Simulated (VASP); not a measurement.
**Te2Mo: single point with LDA**

Te2Mo:

```
CELL_PARAMETERS angstrom
3.30397 0.00000 0.00000
-1.65198 2.86132 0.00000
0.00000 0.00000 7.08323
ATOMIC_POSITIONS crystal
Te 0.33333 0.66667 0.74205
Te 0.33333 0.66667 0.25795
Mo 0.00000 0.00000 0.00000
```

- Program: VASP 6.6.1
- Task: single point
- Functional: LDA
- Potentials or basis: VASP PAW LDA potentials, release 64 (Te, Mo_sv)
- Cutoff: 520 eV
- k mesh: 12 × 12 × 4
- Occupations: gaussian, width 0.02 eV
- Spin: no spin polarisation

```json
{
  "Pressure": "12.5 GPa",
  "Largest force": "0.058 eV/Å",
  "Band gap on the k mesh": "0.31 eV, indirect (least direct gap 0.73 eV)"
}
```

Forces on the atoms (eV/Å):
```
Te   0.000  0.000 -0.058
Te   0.000  0.000  0.058
Mo   0.000  0.000  0.000
```

Stress tensor (GPa, compression positive):
```
12.38  0.00  0.00
 0.00 12.38  0.00
 0.00  0.00 12.63
```

Levels at points of the mesh, in eV from the valence-band top:
```csv
k point,band 10,band 11,band 12,band 13,band 14,band 15,band 16,band 17
"(0.00, 0.00, 0.00)",-1.86,-1.16,-0.94,-0.94,3.72,3.72,3.78,3.78
"(0.50, 0.00, 0.00)",-2.62,-1.76,-1.57,-0.30,1.05,1.65,3.57,4.11
"(0.00, 0.00, 0.50)",-1.84,-0.97,-0.97,-0.64,3.43,3.43,4.13,4.13
"(0.50, 0.00, 0.50)",-3.45,-2.71,-0.68,0.00,1.69,1.98,2.31,3.48
```

Run time: 68 s on 1 thread of Intel Xeon 6975P-C, on a shared host, peak memory 0.22 GiB.

Caveat: spin-orbit coupling is left out, which moves the levels of the heavy elements. A k mesh can miss the band edges.
